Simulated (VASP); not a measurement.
Runs of VASP 6.6.1 on Ir. The structure is that of space group Fm-3m (No. 225), or close to it. The cells are those of the table. 

| spin | cell | cutoff (eV) | gap on the mesh (eV) | pressure (GPa) | moment (μB) |
| --- | --- | --- | --- | --- | --- |
| off | a = 2.737 Å, angles 60.0°, 1 atom | 500 | none | -8.6 | - |
| off | a = 2.719 Å, angles 60.0°, 1 atom | 500 | none | (a) | - |
| non-collinear, zero start, SOC | a = 2.737 Å, angles 60.0°, 1 atom | 500 | - | -7.8 | 0.00 |
| off | a = 2.737 Å, angles 60.0°, 1 atom | 520 | none | -8.5 | - |
| non-collinear, zero start, SOC | a = 2.719 Å, angles 60.0°, 1 atom | 500 | - | -0.9 | 0.00 |
| non-collinear, zero start, SOC | a = 2.737 Å, angles 60.0°, 1 atom | 520 | - | -7.8 | 0.00 |

Alike in all rows: task single point; level PBE; potentials or basis VASP PAW PBE potentials, release 64 (Ir); k mesh 4 × 4 × 4; smearing fermi-dirac 0.15 eV.

**Question.** Fill in the values left out.

**Answer.** (a) -1.6.

Caveats: all runs use coarse meshes; spin-orbit coupling is left out, which moves the levels of the heavy elements (some runs).

A k mesh can miss the band edges, and rows without SOC leave out spin-orbit coupling on Ir.

A gap of «none» marks levels without a gap at the run's occupations.
